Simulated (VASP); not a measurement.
Wanted: the native input for a VASP 6.6.1 run.

- Task: single point
- Functional: PBE
- Potentials or basis: VASP PAW PBE potentials, release 64 (Zr_sv)
- Cutoff: 520 eV
- k mesh: 15 × 15 × 8
- Occupations: gaussian, width 0.1 eV
- Spin: no spin polarisation
- Dipole correction: no
- Further INCAR settings: ALGO = Normal; EDIFF = 1e-06; NBANDS = 19

The structure of Zr lies in POSCAR:

```
Zr
1.0
    3.3288475981      0.0000000000      0.0000000000
   -1.6644237990      2.8828665853      0.0000000000
    0.0000000000      0.0000000000      5.0770193905
Zr
2
Direct
    0.3333333333      0.6666666667      0.2500000000
    0.6666666667      0.3333333333      0.7500000000
```

This cell differs from its parent crystal: biaxial strain in the a-b plane: +3.0 %.

One way to write it, as run:

INCAR

```
PREC = Accurate
ENCUT = 520
EDIFF = 1E-6
ISMEAR = 0
SIGMA = 0.1
LREAL = F
LASPH = T
NELM = 80
ALGO = Normal
ISIF = 2
LWAVE = F
LCHARG = F
GGA = PE
NBANDS = 19
```

KPOINTS

```
regular mesh
0
Gamma
  15 15 8
```

Potentials or basis: VASP PAW PBE potentials, release 64 (Zr_sv).

The run is started by

```sh
$ cat potpaw_PBE.64/Zr_sv/POTCAR > POTCAR
$ mpirun -np 1 vasp_std > vasp.out
```

Results of the run:

```yaml
Pressure: -3.3 GPa
Band_gap_on_the_k_mesh: zero (band 12 reaches 9.38 eV, above the bottom of band 13 at 8.25 eV)
```

Caveat: the cell differs from its parent crystal (biaxial strain in the a-b plane: +3.0 %).

Run time: 84 s on 1 thread of Intel Xeon 6975P-C, with other jobs on the host, peak memory 0.25 GiB.
